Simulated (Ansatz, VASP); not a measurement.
# Two plane-wave programs on Si2Te4S

INCAR

```
SYSTEM = Si2Te4S
  PREC = Accurate
  ENCUT = 600
  EDIFF = 1E-7
  ISMEAR = 0
  SIGMA = 0.1
  LREAL = .False.
  LASPH = .True.
  NELM = 80
  ALGO = Normal
  ISIF = 3
  LWAVE = .False.
  LCHARG = .False.
  GGA = PE
  IBRION = 2
  NSW = 100
  EDIFFG = -0.01
```

KPOINTS

```
Automatic mesh
0
Gamma
  12 12 2
  0 0 0
```

Contents of POSCAR:

```
Si2Te4S
1.0
    3.8690232806      0.0000000000      0.0000000000
   -1.9345116403      3.3506724488      0.0000000000
    0.0000000000      0.0000000000     14.3469936737
Si Te S
2 4 1
Direct
    0.0000000000      0.0000000000      0.2622995393
    0.0000000000      0.0000000000      0.7377004607
    0.6666666667      0.3333333333      0.3699193707
    0.3333333333      0.6666666667      0.1300090288
    0.6666666667      0.3333333333      0.8699909712
    0.3333333333      0.6666666667      0.6300806293
    0.0000000000      0.0000000000      0.0000000000
```

Input for Ansatz:

```yaml
crystal:
  lattice:
    - [3.8690232806, 0.0, 0.0]
    - [-1.9345116403, 3.3506724488, 0.0]
    - [0.0, 0.0, 14.3469936737]
  atoms:
    - { symbol: Si, position: [0.0, 0.0, 0.2622995393] }
    - { symbol: Si, position: [0.0, 0.0, 0.7377004607] }
    - { symbol: Te, position: [0.6666666667, 0.3333333333, 0.3699193707] }
    - { symbol: Te, position: [0.3333333333, 0.6666666667, 0.1300090288] }
    - { symbol: Te, position: [0.6666666667, 0.3333333333, 0.8699909712] }
    - { symbol: Te, position: [0.3333333333, 0.6666666667, 0.6300806293] }
    - { symbol: S, position: [0.0, 0.0, 0.0] }
basis:
  ecutwfc: 420
kpoints:
  mp_grid: { grid: [12, 12, 2] }
hamiltonian:
  xc: pbe
scf:
  occupations: { method: gaussian, width: 0.1 }
output:
  forces: true
  stress: true
  eigenvalues: true
relax:
  adjacent_minimum: "off"
  f_tol: 0.01
  max_steps: 80
  cell: { stress_tol: 0.05 }
```

Alike in both runs: task relaxation of cell and atoms; functional PBE; k mesh 12 × 12 × 2; occupations gaussian, width 0.1 eV; no spin polarisation.

|  | VASP | Ansatz |
| --- | --- | --- |
| version | VASP 6.6.1 | Ansatz 0.2.0 |
| potentials or method | VASP PAW PBE potentials, release 64 (Si, Te, S), cutoff 600 eV | scalar-relativistic, plane waves, PAW |
| valence electrons in the cell | 38 | 78 |

VASP gave:

- gap on the k mesh at the Fermi level, each at its own relaxed structure (eV): none
- relaxed volume (Å³/atom): 26.37
- relaxed cell length with the largest relative difference (Å): 14.353

Problem. Estimate Ansatz's values.

Solution. gap on the k mesh at the Fermi level, each at its own relaxed structure (eV): none; relaxed volume (Å³/atom): 26.27; relaxed cell length with the largest relative difference (Å): 14.297.

A gap of «none» marks a metal or a gap that the smearing closes. VASP's potentials hold 38 valence electrons a cell and Ansatz's 78, so a difference there can come from the potentials and not from the codes.

Neither program's run includes spin-orbit coupling.
